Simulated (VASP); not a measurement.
# Zr2BiN2 (P-6m2) in VASP: notebook

Runs on Zr2BiN2. Level: PBE. Tasks: single point, relaxation of cell and atoms.

Everything below comes from runs of VASP 6.6.1. Logs are shortened: lines on timing, memory, paths and dates and some standing lists are left out, and cuts for length are marked.

## 1. The cell of the first run

It takes space group P-6m2 (No. 187, hexagonal). The conventional cell has a = 4.521 Å, b = 4.521 Å, c = 5.868 Å, α = 90.00°, β = 90.00°, γ = 120.00°. Zr (site symmetry -6m2) has 3 Zr at 2.61 Å and 6 N at 2.69 Å within 3.4 Å. Zr (site symmetry -6m2) has 3 Zr at 2.61 Å and 6 N at 2.69 Å and 2 Bi at 2.93 Å within 3.4 Å. Bi (site symmetry -6m2) has 8 Zr at 2.93 to 3.93 Å and 6 N at 3.47 Å within 4.0 Å. N (site symmetry 3m) has 1 N at 1.30 Å within 1.7 Å.

The cell was generated, and may not be a known phase.

## 2. Single point, PBE

File INCAR:

```
SYSTEM = Zr2BiN2
PREC     = Accurate       ! precision mode
ENCUT    = 520            ! plane-wave cutoff, eV
EDIFF    = 1E-7           ! SCF threshold, eV
ISMEAR   = 0              ! smearing method
SIGMA    = 0.1            ! smearing width, eV
LREAL    = .False.        ! projectors in reciprocal space
LASPH    = .True.         ! aspherical terms in the spheres
NELM     = 60             ! most SCF steps
ALGO     = Normal         ! electronic algorithm
ISIF     = 2              ! what is computed and relaxed
LWAVE    = .False.        ! write WAVECAR
LCHARG   = .True.         ! write CHGCAR
GGA      = PE             ! functional
LELF     = .True.         ! ELF
LVHAR    = .True.       
NBANDS   = 32             ! bands
```

File KPOINTS:

```
regular mesh
0
Gamma
  12 12 6
  0 0 0
```

File POSCAR:

```
Zr2BiN2
1.0
    4.5213576561      0.0000000000      0.0000000000
   -2.2606788281      3.9156105898      0.0000000000
    0.0000000000      0.0000000000      5.8678657840
Zr Bi N
2 1 2
Direct
    0.6666666667      0.3333333333      0.0000000000
    0.0000000000      0.0000000000      0.0000000000
    0.0000000000      0.0000000000      0.5000000000
    0.3333333333      0.6666666667      0.1106611375
    0.3333333333      0.6666666667      0.8893388625
```

Potentials or basis: VASP PAW PBE potentials, release 64 (Zr_sv, Bi_d, N).

Run with:

```console
> cat potpaw_PBE.64/Zr_sv/POTCAR potpaw_PBE.64/Bi_d/POTCAR potpaw_PBE.64/N/POTCAR > POTCAR
> mpirun -np 1 vasp_std > vasp.out
```

OUTCAR:

```text
SYSTEM = Zr2BiN2
   PREC = Accurate
   ENCUT = 520
   EDIFF = 1E-7
   ISMEAR = 0
   LREAL = .False.
   LASPH = .True.
   NELM = 60
   ISIF = 2
   GGA = PE

 ion  position               nearest neighbor table
   1  0.667  0.333  0.000-   2 2.61   2 2.61   2 2.61   5 2.69   4 2.69   5 2.69   4 2.69   5 2.69
                             4 2.69
   2  0.000  0.000  0.000-   1 2.61   1 2.61   1 2.61   5 2.69   4 2.69   4 2.69   5 2.69   4 2.69
                             5 2.69   3 2.93   3 2.93
   3  0.000  0.000  0.500-   2 2.93   2 2.93
   4  0.333  0.667  0.111-   5 1.30   1 2.69   1 2.69   2 2.69   2 2.69   2 2.69   1 2.69
   5  0.333  0.667  0.889-   4 1.30   1 2.69   1 2.69   2 2.69   2 2.69   2 2.69   1 2.69

  LATTYP: Found a hexagonal cell.
 ALAT       =     4.5213576561
 C/A-ratio  =     1.2978105760

  Lattice vectors:

 A1 = (   4.5213576561,   0.0000000000,   0.0000000000)
 A2 = (  -2.2606788281,   3.9156105898,   0.0000000000)
 A3 = (   0.0000000000,   0.0000000000,   5.8678657840)

Analysis of symmetry for initial positions (statically):
=====================================================================
 Subroutine PRICEL returns:
 Original cell was already a primitive cell.

 Routine SETGRP: Setting up the symmetry group for a
 hexagonal supercell.

 Subroutine GETGRP returns: Found 12 space group operations
 (whereof 12 operations were pure point group operations)
 out of a pool of 24 trial point group operations.

The static configuration has the point symmetry D_3h.

Analysis of symmetry for dynamics (positions and initial velocities):
=====================================================================
 Subroutine PRICEL returns:
 Original cell was already a primitive cell.

 Routine SETGRP: Setting up the symmetry group for a
 hexagonal supercell.

 Subroutine GETGRP returns: Found 12 space group operations
 (whereof 12 operations were pure point group operations)
 out of a pool of 24 trial point group operations.

The dynamic configuration has the point symmetry D_3h.

 Subroutine INISYM returns: Found 12 space group operations
 (whereof 12 operations are pure point group operations),
 and found     1 'primitive' translations

----------------------------------------------------------------------------------------

                                     Primitive cell

  volume of cell :     103.8840

  direct lattice vectors                    reciprocal lattice vectors
[... 95 lines left out ...]
   EDIFFG = 0.1E-05   stopping-criterion for IOM
   NSW    =      0    number of steps for IOM
   IBRION =     -1    ionic relax: 0-MD 1-quasi-New 2-CG
   NFREE  =      0    steps in history (QN), initial steepest desc. (CG)
   ISIF   =      2    stress and relaxation
   ISYM   =      2    0-nonsym 1-usesym 2-fastsym
   POTIM  = 0.5000    time-step for ionic-motion
   TEBEG  =    0.0;   TEEND  =   0.0 temperature during run
   PSTRESS=    0.0 pullay stress
   NELECT =      49.0000    total number of electrons
   NUPDOWN=      -1.0000    fix difference up-down
   EMIN   =  10.00;   EMAX   =-10.00  energy-range for DOS
   EFERMI =   0.00;   METHOD = LEGACY
   ISMEAR =     0;   SIGMA  =   0.10  broadening in eV -4-tet -1-fermi 0-gaus
   EFERMI_NEDOS =   21; number of points for ismear=-14 and -15
   IALGO  =     38    algorithm
   IMIX   =      4    mixing-type and parameters
     AMIX     =   0.40;   BMIX     =  1.00
     AMIX_MAG =   1.60;   BMIX_MAG =  1.00
  volume/ion in A,a.u.               =      20.78       140.21
  Fermi-wavevector in a.u.,A,eV,Ry     =   1.274356  2.408183 22.095624  1.623983
  Thomas-Fermi vector in A             =   2.407128
   LORBIT       =      0    0 simple, 1 ext, 2 COOP (PROOUT), +10 PAW based schemes
   GGA     = PE    functional components
   LHFCALC =     F    Hartree Fock is set to
   AEXX    =    0.0000 exact exchange contribution
   IVDW    =     0    specifies the selected vdW correction
   LEPSILON=     F    determine dielectric tensor
   LRPA    =     F    only Hartree local field effects (RPA)
 non-spin polarized calculation
 Gauss-broadening in eV      SIGMA  =   0.10
  energy-cutoff  :      520.00
  volume of cell :      103.88
 maximum number of plane-waves:      2832
 NGX is ok and might be reduce to    36
   NGX = 17   NGY = 17   NGZ = 21

 number of electron      48.9999995 magnetization

 Free energy of the ion-electron system (eV)
  ---------------------------------------------------
  ext. energy  EPLUGINS =         0.00000000
  ---------------------------------------------------
  free energy    TOTEN  =       -33.00320447 eV

  energy without entropy =      -32.98261851  energy(sigma->0) =      -32.99291149

 E-fermi :   6.7199     XC(G=0): -10.0961

 val. band max:        6.7020440944   @ k =   0.0833  -0.0000   0.0000
 cond. band min:       6.7235212596   @ k =   0.3333   0.2500   0.3333
 fundamental gap:      0.0214771652
 Fermi energy:         6.7198529406

 k-point     1 :       0.0000    0.0000    0.0000
  band No.  band energies     occupation
      1     -42.4982      2.00000
      2     -41.7420      2.00000
      3     -21.2271      2.00000
      4     -21.2271      2.00000
      5     -20.5846      2.00000
      6     -19.8945      2.00000
[... 829 lines left out ...]
     31       9.5449      0.00000
     32      10.7225      0.00000

 [... further k-points ...]

------------------------ aborting loop because EDIFF is reached ----------------------------------------

  FORCE on cell =-STRESS in cart. coord.  units (eV):
  Direction    XX          YY          ZZ          XY          YZ          ZX
  --------------------------------------------------------------------------------------
  -------------------------------------------------------------------------------------
  Total        0.0489619      0.0489619      0.1835920     -0.0000000      0.0000000      0.0000000
  in kB        0.7551276      0.7551276      2.8314948     -0.0000000      0.0000000      0.0000000
  external PRESSURE =       1.4472500 kB  Pullay stress =       0.0000000 kB

 VOLUME and BASIS-vectors are now :
 -----------------------------------------------------------------------------
  energy-cutoff  :      520.00
  volume of cell :      103.88
      direct lattice vectors                 reciprocal lattice vectors
     4.521357656  0.000000000  0.000000000     0.221172505  0.127694005  0.000000000
    -2.260678828  3.915610590  0.000000000     0.000000000  0.255388011  0.000000000
     0.000000000  0.000000000  5.867865784     0.000000000  0.000000000  0.170419713

 POSITION                                       TOTAL-FORCE (eV/Angst)
 -----------------------------------------------------------------------------------
      2.26068      1.30520      0.00000        -0.000000      0.000000     -0.000000
      0.00000      0.00000      0.00000         0.000000     -0.000000     -0.000000
      0.00000      0.00000      2.93393         0.000000     -0.000000     -0.000000
     -0.00000      2.61041      0.64934         0.000000     -0.000000      0.196866
     -0.00000      2.61041      5.21852         0.000000      0.000000     -0.196866
 -----------------------------------------------------------------------------------
    total drift:                                0.000000     -0.000000      0.000000

  FREE ENERGIE OF THE ION-ELECTRON SYSTEM (eV)
  ---------------------------------------------------
  free  energy   TOTEN  =       -33.0032044676 eV

  energy  without entropy=      -32.9826185145  energy(sigma->0) =      -32.99291149
```

OSZICAR:

```text
N       E                     dE             d eps       ncg     rms          rms(c)
DAV:   1     0.579855295060E+03    0.57986E+03   -0.24846E+04  4864   0.163E+03
DAV:   2     0.265771120547E+02   -0.55328E+03   -0.52897E+03  5248   0.481E+02
DAV:   3    -0.320027374493E+02   -0.58580E+02   -0.55668E+02  7384   0.154E+02
DAV:   4    -0.357950903928E+02   -0.37924E+01   -0.36587E+01  6952   0.357E+01
DAV:   5    -0.360207875575E+02   -0.22570E+00   -0.22521E+00  7488   0.702E+00    0.189E+01
DAV:   6    -0.346647708927E+02    0.13560E+01   -0.22850E+01  6144   0.217E+01    0.121E+01
DAV:   7    -0.330850240063E+02    0.15797E+01   -0.62410E+00  5776   0.104E+01    0.715E+00
DAV:   8    -0.330538683675E+02    0.31156E-01   -0.11500E+00  6272   0.503E+00    0.340E+00
DAV:   9    -0.330063380014E+02    0.47530E-01   -0.17410E-01  6432   0.190E+00    0.611E-01
DAV:  10    -0.330028418753E+02    0.34961E-02   -0.30152E-02  6664   0.883E-01    0.266E-01
DAV:  11    -0.330031828591E+02   -0.34098E-03   -0.37419E-03  6360   0.388E-01    0.424E-02
DAV:  12    -0.330031900173E+02   -0.71582E-05   -0.21318E-04  7304   0.851E-02    0.205E-02
DAV:  13    -0.330032025015E+02   -0.12484E-04   -0.47310E-05  5992   0.378E-02    0.827E-03
DAV:  14    -0.330032039836E+02   -0.14821E-05   -0.55746E-06  6696   0.129E-02    0.250E-03
DAV:  15    -0.330032046204E+02   -0.63680E-06   -0.65541E-07  5608   0.448E-03    0.189E-03
DAV:  16    -0.330032044947E+02    0.12570E-06   -0.19530E-07  4688   0.242E-03    0.394E-04
DAV:  17    -0.330032044676E+02    0.27069E-07   -0.32146E-08  3736   0.113E-03
   1 F= -.33003204E+02 E0= -.32992911E+02  d E =-.205860E-01
```

It took 2.3 min on 1 thread of AMD EPYC 9R45 (Zen 5), shared host; peak memory 0.37 GiB.

What came out:

```yaml
Free_energy: -33.0032 eV
Pressure: 0.1 GPa
Largest_force: 0.197 eV/Å
Band_gap_on_the_k_mesh: zero (an odd number of electrons rules out a gap without spin polarisation)
```

Forces in eV/Å, atoms in the order of the input:
```
Zr   0.000  0.000  0.000
Zr   0.000  0.000  0.000
Bi   0.000  0.000  0.000
N    0.000  0.000  0.197
N    0.000  0.000 -0.197
```

Stress tensor (GPa, compression positive):
```
0.08 0.00 0.00
0.00 0.08 0.00
0.00 0.00 0.28
```

Caveat: spin-orbit coupling is left out, which moves the levels of the heavy elements.

## 3. Relaxation of cell and atoms, PBE

This run uses another cell than the first one, of 20.71 Å³/atom.

File INCAR:

```
  PREC = Accurate
  ENCUT = 600
  EDIFF = 1E-6
  ISMEAR = 0
  SIGMA = 0.1
  LREAL = F
  LASPH = T
  NELM = 60
  ALGO = Normal
  ISIF = 3
  LWAVE = F
  LCHARG = F
  GGA = PE
  IBRION = 2
  NSW = 90
  EDIFFG = -0.04
```

File KPOINTS:

```
regular mesh
0
Gamma
  6 6 4
```

File POSCAR:

```
Zr2BiN2
1.0
    4.5121163772      0.0000000000      0.0000000000
   -2.2560581886      3.9076074075      0.0000000000
    0.0000000000      0.0000000000      5.8743100888
Zr Bi N
2 1 2
Direct
    0.6666666667      0.3333333333      0.0000000000
    0.0000000000      0.0000000000      0.0000000000
    0.0000000000      0.0000000000      0.5000000000
    0.3333333333      0.6666666667      0.1109049763
    0.3333333333      0.6666666667      0.8890950237
```

Potentials or basis: VASP PAW PBE potentials, release 64 (Zr_sv, Bi_d, N).

Run with:

```console
> cat potpaw_PBE.64/Zr_sv/POTCAR potpaw_PBE.64/Bi_d/POTCAR potpaw_PBE.64/N/POTCAR > POTCAR
> mpirun -np 1 vasp_std > vasp.out
```

It took 69 s on 1 thread of AMD EPYC 9R45 (Zen 5), shared host; peak memory 0.25 GiB.

Results (log left out):

```yaml
Free_energy: -33.0346 eV
Relaxed_volume: 20.72 Å³/atom
Relaxed_cell: a = 4.511 Å, b = 4.511 Å, c = 5.878 Å, α = 90.00°, β = 90.00°, γ = 120.00°
Space_group_after_relaxing_to_0.1_Å: P-6m2 (No. 187)
Energy_gained_by_relaxing: 0.1 meV/atom
Ionic_steps: 3
Pressure_after_relaxing: -0.1 GPa
Largest_force_after_relaxing: 0.010 eV/Å
Band_gap_on_the_k_mesh: zero (an odd number of electrons rules out a gap without spin polarisation)
```

Forces in eV/Å, atoms in the order of the input:
```
Zr   0.000  0.000  0.000
Zr   0.000  0.000  0.000
Bi   0.000  0.000  0.000
N    0.000  0.000 -0.010
N    0.000  0.000  0.010
```

Stress tensor (GPa, compression positive):
```
-0.19  0.00  0.00
 0.00 -0.19  0.00
 0.00  0.00 -0.05
```

The path:
```csv
step,energy change (eV),largest force (eV/Å),pressure (GPa),volume (Å³)
1,0.0000,0.1341,0.02,103.57
2,0.0013,0.3118,-0.50,103.62
3,-0.0004,0.0099,-0.14,103.59
```

Final structure:
```
Zr Bi N
1.0
     4.51104    0.00000    0.00000
    -2.25552    3.90667    0.00000
     0.00000    0.00000    5.87797
Zr Bi N
2 1 2
Direct
  0.66667 0.33333 0.00000
  0.00000 0.00000 0.00000
  0.00000 0.00000 0.50000
  0.33333 0.66667 0.11125
  0.33333 0.66667 0.88875
```

Levels at points of the mesh, in eV from the Fermi level:
```
           k point  band 22  band 23  band 24  band 25  band 26  band 27  band 28  band 29
(0.00, 0.00, 0.00)    -0.89    -0.65    -0.65    -0.42     0.51     0.51     1.24     1.64
(0.50, 0.00, 0.00)    -2.04    -1.34    -0.48    -0.12     0.61     1.27     1.53     2.36
(0.00, 0.00, 0.50)    -1.48    -0.86    -0.86    -0.38     1.24     1.24     2.29     2.35
(0.50, 0.00, 0.50)    -2.44    -1.52    -0.38    -0.11     0.96     1.09     1.28     1.63
```

Caveat: spin-orbit coupling is left out, which moves the levels of the heavy elements.

## 4. Relaxation of cell and atoms, PBE

This run uses another cell than the first one, of 20.71 Å³/atom.

File INCAR:

```
SYSTEM = Zr2BiN2
PREC = Accurate
ENCUT = 600
EDIFF = 1E-7
ISMEAR = 0
SIGMA = 0.1
LREAL = .FALSE.
LASPH = .TRUE.
NELM = 100
ALGO = Normal
ISIF = 3
LWAVE = .FALSE.
LCHARG = .FALSE.
GGA = PE
IBRION = 2
NSW = 100
EDIFFG = -0.01
```

File KPOINTS:

```
regular mesh
0
G
  12 12 6
  0 0 0
```

File POSCAR:

```
Zr2BiN2
1.0
    4.5062542500      0.0000000000      0.0000000000
   -2.2531271250      3.9025306564      0.0000000000
    0.0000000000      0.0000000000      5.8869010182
Zr Bi N
2 1 2
Direct
    0.6666666667      0.3333333333      0.0000000000
    0.0000000000      0.0000000000      0.0000000000
    0.0000000000      0.0000000000      0.5000000000
    0.3333333333      0.6666666667      0.1106039389
    0.3333333333      0.6666666667      0.8893960611
```

Run with:

```console
> cat potpaw_PBE.64/Zr_sv/POTCAR potpaw_PBE.64/Bi_d/POTCAR potpaw_PBE.64/N/POTCAR > POTCAR
> mpirun -np 1 vasp_std > vasp.out
```

Run time: 8.5 min. Hardware: 1 thread of AMD EPYC 9R45 (Zen 5), shared host; peak memory 0.41 GiB.

It converged, with:

```yaml
Free_energy: -33.0083 eV
Relaxed_volume: 20.75 Å³/atom
Relaxed_cell: a = 4.520 Å, b = 4.520 Å, c = 5.863 Å, α = 90.00°, β = 90.00°, γ = 120.00°
Space_group_after_relaxing_to_0.1_Å: P-6m2 (No. 187)
Energy_gained_by_relaxing: 0.3 meV/atom
Ionic_steps: 5
Pressure_after_relaxing: 0.0 GPa
Band_gap_on_the_k_mesh: zero (an odd number of electrons rules out a gap without spin polarisation)
```

Step by step:
| step | energy change (eV) | largest force (eV/Å) | pressure (GPa) | volume (Å³) |
| --- | --- | --- | --- | --- |
| 1 | 0.0000 | 0.1721 | 0.26 | 103.53 |
| 2 | 0.0016 | 0.3808 | -0.61 | 104.02 |
| 3 | -0.0007 | 0.0344 | -0.06 | 103.70 |
| 4 | -0.0015 | 0.0107 | -0.03 | 103.73 |
| 5 | -0.0016 | 0.0011 | -0.02 | 103.75 |

Final structure:
```cif
data_structure
_symmetry_space_group_name_H-M 'P 1'
_symmetry_Int_Tables_number 1
_cell_length_a 4.5204
_cell_length_b 4.5204
_cell_length_c 5.8625
_cell_angle_alpha 90.000
_cell_angle_beta 90.000
_cell_angle_gamma 120.000
_cell_volume 103.75
loop_
_atom_site_label
_atom_site_type_symbol
_atom_site_fract_x
_atom_site_fract_y
_atom_site_fract_z
_atom_site_occupancy
Zr1 Zr 0.66667 0.33333 0.00000 1
Zr2 Zr 0.00000 0.00000 0.00000 1
Bi1 Bi 0.00000 0.00000 0.50000 1
N1 N 0.33333 0.66667 0.11131 1
N2 N 0.33333 0.66667 0.88869 1
```

Levels at points of the mesh, in eV from the Fermi level:
| k point | band 21 | band 22 | band 23 | band 24 | band 25 | band 26 | band 27 | band 28 | band 29 |
| --- | --- | --- | --- | --- | --- | --- | --- | --- | --- |
| (0.00, 0.00, 0.00) | -0.80 | -0.80 | -0.57 | -0.57 | -0.36 | 0.53 | 0.53 | 1.29 | 1.69 |
| (0.50, 0.00, 0.00) | -2.15 | -1.99 | -1.26 | -0.43 | -0.06 | 0.65 | 1.34 | 1.60 | 2.41 |
| (0.00, 0.00, 0.50) | -1.43 | -1.43 | -0.78 | -0.78 | -0.32 | 1.30 | 1.30 | 2.34 | 2.40 |
| (0.50, 0.00, 0.50) | -2.69 | -2.39 | -1.44 | -0.29 | -0.04 | 1.04 | 1.18 | 1.34 | 1.67 |

Caveat: spin-orbit coupling is left out, which moves the levels of the heavy elements.

## 5. Summary

| task | cell | k mesh | cutoff (eV) | gap on the mesh (eV) | pressure (GPa) | relaxed volume (Å³/atom) | largest force (eV/Å) |
| --- | --- | --- | --- | --- | --- | --- | --- |
| single point | a = 4.521, b = 4.521, c = 5.868 Å, angles 90.0, 90.0, 120.0°, 5 atoms, atomic positions A | 12 × 12 × 6 | 520 | none | 0.1 | - | 0.20 |
| relaxation of cell and atoms | relaxed from a = 4.512, b = 4.512, c = 5.874 Å, angles 90.0, 90.0, 120.0°, 5 atoms, atomic positions B | 6 × 6 × 4 | 600 | none | -0.1 | 20.72 | 0.01 |
| relaxation of cell and atoms | relaxed from a = 4.506, b = 4.506, c = 5.887 Å, angles 90.0, 90.0, 120.0°, 5 atoms, atomic positions A | 12 × 12 × 6 | 600 | none | 0.0 | 20.75 | - |

Alike in all rows: level PBE; potentials or basis VASP PAW PBE potentials, release 64 (Zr_sv, Bi_d, N); no spin polarisation; smearing gaussian 0.1 eV.

Caveats: spin-orbit coupling is left out, which moves the levels of the heavy elements.

Absolute energies hang on the potentials; compare differences alone.

The gap in the log of VASP goes by the Fermi energy; the results here count the filled bands.